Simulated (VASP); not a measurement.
# GaPSe3: single point with PBE

The system is GaPSe3.

```
CELL_PARAMETERS angstrom
4.56562 0.00000 0.00000
0.00000 4.56562 0.00000
0.00000 0.00000 6.15159
ATOMIC_POSITIONS crystal
Ga 0.00000 0.00000 0.03604
P 0.50000 0.50000 0.58384
Se 0.50000 0.50000 0.94176
Se 0.00000 0.50000 0.44918
Se 0.50000 0.00000 0.44918
```

```yaml
Program: VASP 6.6.1
Task: single point
Functional: PBE
Potentials_or_basis: VASP PAW PBE potentials, release 64 (Ga_d, P, Se)
Cutoff: 520 eV
k_mesh: 4 × 4 × 4
Occupations: gaussian, width 0.1 eV
Spin: no spin polarisation
```

| Quantity | Value |
| --- | --- |
| Pressure | 0.0 GPa |
| Largest force | 0.035 eV/Å |
| Band gap on the k mesh | zero (bands 18 and 19 overlap by 1.97 eV) |

Forces on the atoms (eV/Å):
```
Ga   0.000  0.000  0.020
P    0.000  0.000 -0.035
Se   0.000  0.000 -0.025
Se   0.000  0.000  0.020
Se   0.000  0.000  0.020
```

Levels at points of the mesh, in eV from the Fermi level:
| k point | band 14 | band 15 | band 16 | band 17 | band 18 | band 19 | band 20 | band 21 | band 22 | band 23 |
| --- | --- | --- | --- | --- | --- | --- | --- | --- | --- | --- |
| (0.00, 0.00, 0.00) | -1.95 | -1.45 | -1.45 | -1.10 | -0.62 | -0.62 | 2.82 | 2.82 | 3.01 | 4.86 |
| (0.50, 0.00, 0.00) | -2.10 | -1.96 | -1.47 | -1.08 | 0.08 | 1.53 | 2.12 | 2.52 | 3.29 | 3.43 |
| (0.50, 0.50, 0.00) | -2.98 | -2.53 | -2.53 | -0.48 | 1.35 | 1.97 | 2.29 | 2.29 | 2.52 | 4.63 |
| (0.00, 0.00, 0.50) | -1.93 | -1.93 | -1.74 | -1.21 | -0.40 | -0.40 | 2.48 | 3.81 | 4.13 | 4.13 |
| (0.50, 0.00, 0.50) | -2.66 | -2.06 | -1.78 | -1.39 | -0.17 | 1.35 | 2.26 | 2.82 | 2.98 | 3.28 |
| (0.50, 0.50, 0.50) | -3.63 | -0.95 | -0.95 | -0.47 | 0.46 | 1.35 | 1.63 | 1.63 | 3.64 | 4.19 |

Run time: 91 s on 1 thread of Oxide Virtual Turin-like Processor, on a shared host, peak memory 0.22 GiB.
